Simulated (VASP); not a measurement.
# Hf: single point with PBE

The system is Hf.

```
Hf
1.0
     3.14875    0.00000    0.00000
    -1.57437    2.72690    0.00000
     0.00000    0.00000    5.20953
Hf
2
Cartesian
  0.0000 1.8179 1.3024
  1.5744 0.9090 3.9072
```

This cell differs from its parent crystal: strain -0.015 along x and y, +0.030 along z.

```yaml
Program: VASP 6.6.1
Task: single point
Functional: PBE
Potentials_or_basis: VASP PAW PBE potentials, release 64 (Hf_pv)
Cutoff: 520 eV
k_mesh: 18 × 18 × 10
Occupations: gaussian, width 0.15 eV
Spin: no spin polarisation
```

```yaml
Pressure: 0.3 GPa
Band_gap_on_the_k_mesh: zero (bands 10 and 11 overlap by 1.45 eV)
```

Stress tensor (GPa, compression positive):
```
 2.22  0.00  0.00
 0.00  2.22  0.00
 0.00  0.00 -3.39
```

Levels at points of the mesh, in eV from the Fermi level:
```tsv
k point	band 6	band 7	band 8	band 9	band 10	band 11	band 12	band 13	band 14	band 15
(0.00, 0.00, 0.00)	-30.16	-7.37	-3.82	0.30	1.05	1.29	1.29	2.00	2.00	3.01
(0.50, 0.00, 0.00)	-30.27	-3.29	-2.74	-2.28	-0.61	0.65	1.12	1.45	6.23	6.28
(0.00, 0.00, 0.50)	-30.21	-5.52	-5.52	-0.06	-0.06	1.26	1.26	1.26	1.26	4.82
(0.50, 0.00, 0.50)	-30.36	-3.39	-3.39	-1.10	-1.10	1.24	1.24	2.87	2.87	5.98
```

It took 2.1 min on 1 thread of Intel Xeon 8259CL, on a shared host, peak memory 0.26 GiB.

Caveat: the cell differs from its parent crystal (strain -0.015 along x and y, +0.030 along z); spin-orbit coupling is left out, which moves the levels of the heavy elements.
